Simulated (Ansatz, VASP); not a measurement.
**Pt in VASP and in Ansatz**

```
CELL_PARAMETERS angstrom
0.00000 1.98578 1.98578
1.98578 0.00000 1.98578
1.98578 1.98578 0.00000
ATOMIC_POSITIONS crystal
Pt 0.00000 0.00000 0.00000
```

Alike in both runs: task single point; functional PBE; k mesh 14 × 14 × 14; occupations gaussian, width 0.3 eV; no spin polarisation.

|  | VASP | Ansatz |
| --- | --- | --- |
| version | VASP 6.6.1 | Ansatz 0.2.0 |
| potentials or method | VASP PAW PBE potentials, release 64 (Pt), cutoff 520 eV | plane waves (420 eV) with PAW, scalar-relativistic |
| valence electrons in the cell | 10 | 18 |

Ansatz gave:

```
pressure (GPa) : 0.1
```

Problem. What did VASP give for the same quantities?

Solution. Pressure (GPa): -0.3.

With one functional, cell and mesh, what is left measures potentials, basis and numerics. VASP's potentials hold 10 valence electrons a cell and Ansatz's 18, so a difference there can come from the potentials and not from the codes.

Spin-orbit coupling is off throughout.
